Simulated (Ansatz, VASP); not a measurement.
# One calculation of TaN, two programs

```
Ta N
1.0
     3.02953    0.00000    0.00000
    -1.51477    2.62365    0.00000
     0.00000    0.00000    4.90684
Ta N
2 2
Direct
  0.33333 0.66667 0.00000
  0.66667 0.33333 0.50000
  0.33333 0.66667 0.38500
  0.66667 0.33333 0.88500
```

Change from the starting cell: volume scaled by 0.98, crystal datasets.

Alike in both runs: task electric field gradients; functional PBE; k mesh 9 × 9 × 5; occupations fermi-dirac, width 0.01 eV; no spin polarisation.

```csv
,VASP,Ansatz
version,VASP 6.6.1,Ansatz 0.2.0
potentials or method,"VASP PAW PBE potentials, release 64 (Ta_pv, N), cutoff 520 eV","all-electron PAW with datasets made for the crystal, scalar-relativistic"
```

Ansatz gave:

| Property | Result |
| --- | --- |
| pressure (GPa) | 149.9 |
| traceless stress, the component that is largest in VASP (GPa) | -17.65 |
| rms of the force components (eV/Å) | 1.365 |
| size of Vzz on the site where it differs most (V/Å²) | 121.1 |

Estimate VASP's values.

pressure (GPa): 155.9; traceless stress, the component that is largest in VASP (GPa): -18.37; rms of the force components (eV/Å): 1.397; size of Vzz on the site where it differs most (V/Å²): 125.7.

Atom by atom the forces differ by 0.032 eV/Å (rms over components). Both programs put the cell under a high pressure, so it lies far from rest at this level. Ansatz ran all-electron here, and VASP with PAW potentials.

Neither program's run includes spin-orbit coupling. Noted on VASP's run: the cell as given lies far from equilibrium.
